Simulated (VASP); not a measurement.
Here is a VASP 6.6.1 calculation.

File INCAR:

```
ALGO     = Normal         # electronic algorithm
EDIFF    = 1E-7           # SCF threshold, eV
ENCUT    = 520            # plane-wave cutoff, eV
ISIF     = 2              # what is computed and relaxed
ISMEAR   = 0              # smearing method
LASPH    = True           # aspherical terms in the spheres
LCHARG   = False          # write CHGCAR
LREAL    = False          # projectors in reciprocal space
LWAVE    = False          # write WAVECAR
NBANDS   = 8              # bands
NELM     = 60             # most SCF steps
PREC     = Accurate       # precision mode
SIGMA    = 0.15           # smearing width, eV
```

The input KPOINTS:

```
k-points
0
Gamma
  22 22 22
```

Contents of POSCAR:

```
Al
1.0
    0.0000000000      2.3365142344      1.5187342523
    2.3365142344      0.0000000000      1.5187342523
    2.3365142344      2.3365142344      0.0000000000
Al
1
Direct
    0.0000000000      0.0000000000      0.0000000000
```

Potentials or basis: VASP PAW LDA potentials, release 64 (Al).

Run with:

```sh
$ cat potpaw_LDA.64/Al/POTCAR > POTCAR
$ mpirun -np 1 vasp_std > vasp.out
```

Question: Predict the pressure.

Answer: -1.6 GPa.

Question: Estimate the band gap on the k mesh.

Answer: Zero (an odd number of electrons rules out a gap without spin polarisation).

Stress tensor (GPa, compression positive):
```
-0.88  0.00  0.00
 0.00 -0.88  0.00
 0.00  0.00 -3.10
```
